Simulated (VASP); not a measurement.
# Zn (P6_3/mmc) in VASP: further runs

Zn is run at these levels: PBEsol; tasks: single point, relaxation of cell and atoms.

Program: VASP 6.6.1. These are calculated values, not measurements. Logs are shortened: lines on timing, memory, paths and dates and some standing lists are left out, and cuts for length are marked.

## Step 1: The cell of the first run

Symmetry: P6_3/mmc, No. 194, hexagonal system. Conventional cell: a = 2.591 Å, b = 2.591 Å, c = 4.911 Å, α = 90.00°, β = 90.00°, γ = 120.00°. Within 3.4 Å of Zn (site symmetry -6m2) lie 12 Zn at 2.59 to 2.88 Å.

## Step 2: Single point, PBEsol

INCAR reads:

```
SYSTEM = Zn
PREC     = Accurate       ! precision mode
ENCUT    = 520            ! plane-wave cutoff, eV
EDIFF    = 1E-7           ! SCF threshold, eV
ISMEAR   = 1              ! smearing method
SIGMA    = 0.1            ! smearing width, eV
LREAL    = .False.        ! projectors in reciprocal space
LASPH    = .True.         ! aspherical terms in the spheres
NELM     = 100            ! most SCF steps
ALGO     = Fast           ! electronic algorithm
ISIF     = 2              ! what is computed and relaxed
LWAVE    = .False.        ! write WAVECAR
LCHARG   = .False.        ! write CHGCAR
GGA      = PS             ! functional
NBANDS   = 19             ! bands
```

KPOINTS reads:

```
regular mesh
0
Gamma
  21 21 10
  0 0 0
```

POSCAR reads:

```
Zn
1.0
    2.5905963009      0.0000000000      0.0000000000
   -1.2952981505      2.2435222075      0.0000000000
    0.0000000000      0.0000000000      4.9110758583
Zn
2
Direct
    0.3333333333      0.6666666667      0.2500000000
    0.6666666667      0.3333333333      0.7500000000
```

Potentials or basis: VASP PAW PBE potentials, release 64 (Zn).

On the command line:

```console
> cat potpaw_PBE.64/Zn/POTCAR > POTCAR
> mpirun -np 1 vasp_std > vasp.out
```

OUTCAR:

```text
SYSTEM = Zn
   PREC = Accurate
   ENCUT = 520
   EDIFF = 1E-7
   ISMEAR = 1
   LREAL = .False.
   LASPH = .True.
   NELM = 100
   ISIF = 2
   GGA = PS

 ion  position               nearest neighbor table
   1  0.333  0.667  0.250-   2 2.88   2 2.88   2 2.88   2 2.88   2 2.88   2 2.88
   2  0.667  0.333  0.750-   1 2.88   1 2.88   1 2.88   1 2.88   1 2.88   1 2.88

  LATTYP: Found a hexagonal cell.
 ALAT       =     2.5905963009
 C/A-ratio  =     1.8957318269

  Lattice vectors:

 A1 = (   2.5905963009,   0.0000000000,   0.0000000000)
 A2 = (  -1.2952981505,   2.2435222075,   0.0000000000)
 A3 = (   0.0000000000,   0.0000000000,   4.9110758583)

Analysis of symmetry for initial positions (statically):
=====================================================================
 Subroutine PRICEL returns:
 Original cell was already a primitive cell.

 Routine SETGRP: Setting up the symmetry group for a
 hexagonal supercell.

 Subroutine GETGRP returns: Found 24 space group operations
 (whereof 12 operations were pure point group operations)
 out of a pool of 24 trial point group operations.

The static configuration has the point symmetry D_3d.
 The point group associated with its full space group is D_6h.

Analysis of symmetry for dynamics (positions and initial velocities):
=====================================================================
 Subroutine PRICEL returns:
 Original cell was already a primitive cell.

 Routine SETGRP: Setting up the symmetry group for a
 hexagonal supercell.

 Subroutine GETGRP returns: Found 24 space group operations
 (whereof 12 operations were pure point group operations)
 out of a pool of 24 trial point group operations.

The dynamic configuration has the point symmetry D_3d.
 The point group associated with its full space group is D_6h.

 Subroutine INISYM returns: Found 24 space group operations
 (whereof 12 operations are pure point group operations),
 and found     1 'primitive' translations

----------------------------------------------------------------------------------------

                                     Primitive cell

  volume of cell :      28.5435

  direct lattice vectors                    reciprocal lattice vectors
     2.590596301  0.000000000  0.000000000     0.386011514  0.222863851  0.000000000
    -1.295298151  2.243522207  0.000000000     0.000000000  0.445727703  0.000000000
     0.000000000  0.000000000  4.911075858     0.000000000  0.000000000  0.203621371

  length of vectors
     2.590596301  2.590596301  4.911075858     0.445727703  0.445727703  0.203621371

  position of ions in fractional coordinates (direct lattice)
     0.333333333  0.666666667  0.250000000
     0.666666667  0.333333333  0.750000000

  ion indices of the primitive-cell ions
   primitive index   ion index
                 1           1
                 2           2

----------------------------------------------------------------------------------------

 KPOINTS: regular mesh

Automatic generation of k-mesh.
 Grid dimensions read from file:
 generate k-points for:   21   21   10

 Generating k-lattice:

  Cartesian coordinates                     Fractional coordinates (reciprocal lattice)
     0.018381501  0.010612564  0.000000000     0.047619048  0.000000000  0.000000000
     0.000000000  0.021225129  0.000000000     0.000000000  0.047619048  0.000000000
     0.000000000  0.000000000  0.020362137     0.000000000  0.000000000  0.100000000

  Length of vectors
     0.021225129  0.021225129  0.020362137

  Shift w.r.t. Gamma in fractional coordinates (k-lattice)
     0.000000000  0.000000000  0.000000000

 Subroutine IBZKPT returns following result:
 ===========================================

 Found    288 irreducible k-points:

 Following reciprocal coordinates:
            Coordinates               Weight
  0.000000  0.000000  0.000000      1.000000
  0.047619  0.000000  0.000000      6.000000
  0.095238  0.000000  0.000000      6.000000
  0.142857  0.000000  0.000000      6.000000
  0.190476  0.000000  0.000000      6.000000
  0.238095  0.000000  0.000000      6.000000
[... 16 lines left out ...]
  0.142857  0.095238  0.000000     12.000000
  0.190476  0.095238  0.000000     12.000000
 [... further k-points ...]
   k-points           NKPTS =    288   k-points in BZ     NKDIM =    288   number of bands    NBANDS=     19
   number of dos      NEDOS =    301   number of ions     NIONS =      2
   total plane-waves  NPLWV =  16000
   dimension x,y,z NGX =    20 NGY =   20 NGZ =   40
   dimension x,y,z NGXF=    40 NGYF=   40 NGZF=   80
   ions per type =               2
   NGX,Y,Z   is equivalent  to a cutoff of  12.83, 12.83, 13.54 a.u.
   NGXF,Y,Z  is equivalent  to a cutoff of  25.67, 25.67, 27.08 a.u.
 SYSTEM =  Zn
   PREC   = accura    normal or accurate (medium, high low for compatibility)
   ISTART =      0    job   : 0-new  1-cont  2-samecut
   ICHARG =      2    charge: 1-file 2-atom 10-const
   ISPIN  =      1    spin polarized calculation?
   LNONCOLLINEAR =      F non collinear calculations
   LSORBIT =      F    spin-orbit coupling
   LASPH  =      T    aspherical Exc in radial PAW
   ENCUT  =  520.0 eV  38.22 Ry    6.18 a.u.   4.82  4.82  9.13*2*pi/ulx,y,z
   NELM   =    100;   NELMIN=  2; NELMDL= -5     # of ELM steps
   EDIFF  = 0.1E-06   stopping-criterion for ELM
   LREAL  =      F    real-space projection
   EDIFFG = 0.1E-05   stopping-criterion for IOM
   NSW    =      0    number of steps for IOM
   IBRION =     -1    ionic relax: 0-MD 1-quasi-New 2-CG
   NFREE  =      0    steps in history (QN), initial steepest desc. (CG)
   ISIF   =      2    stress and relaxation
   ISYM   =      2    0-nonsym 1-usesym 2-fastsym
   POTIM  = 0.5000    time-step for ionic-motion
   TEBEG  =    0.0;   TEEND  =   0.0 temperature during run
   PSTRESS=    0.0 pullay stress
   NELECT =      24.0000    total number of electrons
   NUPDOWN=      -1.0000    fix difference up-down
   EMIN   =  10.00;   EMAX   =-10.00  energy-range for DOS
   EFERMI =   0.00;   METHOD = LEGACY
   ISMEAR =     1;   SIGMA  =   0.10  broadening in eV -4-tet -1-fermi 0-gaus
   EFERMI_NEDOS =   21; number of points for ismear=-14 and -15
   IALGO  =     68    algorithm
   IMIX   =      4    mixing-type and parameters
     AMIX     =   0.40;   BMIX     =  1.00
     AMIX_MAG =   1.60;   BMIX_MAG =  1.00
  volume/ion in A,a.u.               =      14.27        96.31
  Fermi-wavevector in a.u.,A,eV,Ry     =   1.545170  2.919948 32.484603  2.387551
  Thomas-Fermi vector in A             =   2.650587
   LORBIT       =      0    0 simple, 1 ext, 2 COOP (PROOUT), +10 PAW based schemes
   GGA     = PS    functional components
   LHFCALC =     F    Hartree Fock is set to
   AEXX    =    0.0000 exact exchange contribution
   IVDW    =     0    specifies the selected vdW correction
   LEPSILON=     F    determine dielectric tensor
   LRPA    =     F    only Hartree local field effects (RPA)
 non-spin polarized calculation
 RMM-DIIS sequential band-by-band and
 Methfessel and Paxton  Order N= 1 SIGMA  =   0.10
  energy-cutoff  :      520.00
  volume of cell :       28.54
 maximum number of plane-waves:       787
 NGX is ok and might be reduce to    20
   NGX =  9   NGY =  9   NGZ = 19

 number of electron      24.0000004 magnetization

 Free energy of the ion-electron system (eV)
  ---------------------------------------------------
  ext. energy  EPLUGINS =         0.00000000
  ---------------------------------------------------
  free energy    TOTEN  =        -3.17035424 eV

  energy without entropy =       -3.17030143  energy(sigma->0) =       -3.17033663

 E-fermi :   3.4188     XC(G=0): -12.0340

 val. band max:        3.4033843312   @ k =   0.3333   0.0952   0.0000
 cond. band min:       3.4450960718   @ k =   0.3333   0.1429   0.1000
 fundamental gap:      0.0417117406
 Fermi energy:         3.4187557479

 k-point     1 :       0.0000    0.0000    0.0000
  band No.  band energies     occupation
      1      -7.5397      2.00000
      2      -5.5463      2.00000
      3      -4.7236      2.00000
      4      -4.4365      2.00000
      5      -4.4365      2.00000
      6      -4.3848      2.00000
[... 11 lines left out ...]
     18      23.4595      0.00000
     19      23.7146      0.00000

 k-point     2 :       0.0476    0.0000    0.0000
  band No.  band energies     occupation
      1      -7.4680      2.00000
      2      -5.5111      2.00000
      3      -4.7145      2.00000
      4      -4.4454      2.00000
      5      -4.4181      2.00000
      6      -4.3940      2.00000
[... 11 lines left out ...]
     18      22.6355      0.00000
     19      24.5193      0.00000

 k-point     3 :       0.0952    0.0000    0.0000
  band No.  band energies     occupation
      1      -7.2550      2.00000
      2      -5.4120      2.00000
      3      -4.6906      2.00000
      4      -4.4681      2.00000
      5      -4.4164      2.00000
      6      -4.3643      2.00000
[... 11 lines left out ...]
     18      21.9227      0.00000
     19      24.0903      0.00000

 k-point     4 :       0.1429    0.0000    0.0000
  band No.  band energies     occupation
      1      -6.9077      2.00000
      2      -5.2705      2.00000
      3      -4.6647      2.00000
      4      -4.4977      2.00000
      5      -4.4261      2.00000
      6      -4.2788      2.00000
[... 407 lines left out ...]
     18      21.5887      0.00000
     19      22.3934      0.00000

 k-point    23 :       0.1429    0.0952    0.0000
  band No.  band energies     occupation
      1      -6.2476      2.00000
      2      -5.0486      2.00000
      3      -4.6719      2.00000
      4      -4.5298      2.00000
      5      -4.4483      2.00000
      6      -4.4223      2.00000
[... 11 lines left out ...]
     18      20.3869      0.00000
     19      20.5215      0.00000

 k-point    24 :       0.1905    0.0952    0.0000
  band No.  band energies     occupation
      1      -5.7309      2.00000
      2      -4.9689      2.00000
      3      -4.6432      2.00000
      4      -4.5754      2.00000
      5      -4.5543      2.00000
      6      -4.3514      2.00000
[... 11 lines left out ...]
     18      19.6099      0.00000
     19      19.6687      0.00000

 [... further k-points ...]

------------------------ aborting loop because EDIFF is reached ----------------------------------------

  FORCE on cell =-STRESS in cart. coord.  units (eV):
  Direction    XX          YY          ZZ          XY          YZ          ZX
  --------------------------------------------------------------------------------------
  -------------------------------------------------------------------------------------
  Total        0.1047466      0.1047466      0.0569621     -0.0000000      0.0000000      0.0000000
  in kB        5.8795458      5.8795458      3.1973467     -0.0000000      0.0000000      0.0000000
  external PRESSURE =       4.9854794 kB  Pullay stress =       0.0000000 kB

 VOLUME and BASIS-vectors are now :
 -----------------------------------------------------------------------------
  energy-cutoff  :      520.00
  volume of cell :       28.54
      direct lattice vectors                 reciprocal lattice vectors
     2.590596301  0.000000000  0.000000000     0.386011514  0.222863851  0.000000000
    -1.295298151  2.243522207  0.000000000     0.000000000  0.445727703  0.000000000
     0.000000000  0.000000000  4.911075858     0.000000000  0.000000000  0.203621371

 POSITION                                       TOTAL-FORCE (eV/Angst)
 -----------------------------------------------------------------------------------
     -0.00000      1.49568      1.22777         0.000000     -0.000000      0.000000
      1.29530      0.74784      3.68331        -0.000000      0.000000      0.000000
 -----------------------------------------------------------------------------------
    total drift:                                0.000000     -0.000000      0.000000

  FREE ENERGIE OF THE ION-ELECTRON SYSTEM (eV)
  ---------------------------------------------------
  free  energy   TOTEN  =        -3.1703542357 eV

  energy  without entropy=       -3.1703014301  energy(sigma->0) =       -3.17033663
```

Wall time 1.9 min (1 thread of Intel Xeon Platinum 8259CL at 2.50GHz (Skylake/Cascade Lake), shared host); peak memory 0.23 GiB.

What came out:

```
Free energy            : -3.1704 eV
Pressure               : 0.5 GPa
Band gap on the k mesh : zero (bands 12 and 13 overlap by 4.82 eV)
```

Caveat: the PAW data sets were made with another functional, which shifts forces and pressure a little.

## Step 3: Relaxation of cell and atoms, PBEsol

This run uses another cell than the first one, of 15.33 Å³/atom.

INCAR reads:

```
ALGO = Fast
EDIFF = 1E-7
EDIFFG = -0.01
ENCUT = 600
GGA = PS
IBRION = 2
ISIF = 3
ISMEAR = 1
LASPH = True
LCHARG = False
LREAL = False
LWAVE = False
NELM = 100
NSW = 80
PREC = Accurate
SIGMA = 0.1
```

KPOINTS reads:

```
k-points
0
Gamma
  21 21 10
```

POSCAR reads:

```
Zn
1.0
    2.6700000000      0.0000000000      0.0000000000
   -1.3350000000      2.3122878281      0.0000000000
    0.0000000000      0.0000000000      4.9660000000
Zn
2
Direct
    0.3333333333      0.6666666667      0.2500000000
    0.6666666667      0.3333333333      0.7500000000
```

Potentials or basis: VASP PAW PBE potentials, release 64 (Zn).

On the command line:

```console
> cat potpaw_PBE.64/Zn/POTCAR > POTCAR
> mpirun -np 1 vasp_std > vasp.out
```

Run time: 6.5 min. Hardware: 1 thread of Intel Xeon Platinum 8259CL at 2.50GHz (Skylake/Cascade Lake), shared host; peak memory 0.28 GiB.

Results (log left out):

```yaml
Free_energy: -3.1711 eV
Relaxed_volume: 14.35 Å³/atom
Relaxed_cell: a = 2.596 Å, b = 2.596 Å, c = 4.918 Å, α = 90.00°, β = 90.00°, γ = 120.00°
Space_group_after_relaxing_to_0.1_Å: P6_3/mmc (No. 194)
Energy_gained_by_relaxing: 21.4 meV/atom
Ionic_steps: 6
Pressure_after_relaxing: -0.1 GPa
Band_gap_on_the_k_mesh: zero (bands 12 and 13 overlap by 4.81 eV)
```

Step by step:
```
step  energy change (eV)  largest force (eV/Å)  pressure (GPa)  volume (Å³)
   1              0.0000                0.0000           -5.57        30.66
   2             -0.0419                0.0000            1.06        28.35
   3             -0.0428                0.0000            0.10        28.62
   4             -0.0428                0.0000           -0.04        28.66
   5             -0.0429                0.0000           -0.08        28.68
   6             -0.0429                0.0000           -0.09        28.70
```

Final structure:
```
CELL_PARAMETERS angstrom
2.59569 0.00000 0.00000
-1.29784 2.24793 0.00000
0.00000 0.00000 4.91795
ATOMIC_POSITIONS crystal
Zn 0.33333 0.66667 0.25000
Zn 0.66667 0.33333 0.75000
```

Levels at points of the mesh, in eV from the Fermi level:
| k point | band 8 | band 9 | band 10 | band 11 | band 12 | band 13 | band 14 | band 15 | band 16 |
| --- | --- | --- | --- | --- | --- | --- | --- | --- | --- |
| (0.00, 0.00, 0.00) | -7.39 | -7.39 | -7.18 | -7.18 | -4.06 | -3.25 | 13.42 | 17.26 | 18.60 |
| (0.00, 0.00, 0.50) | -7.83 | -7.27 | -7.27 | -7.27 | -7.27 | 4.35 | 4.35 | 19.92 | 19.92 |

Caveat: the PAW data sets were made with another functional, which shifts forces and pressure a little.
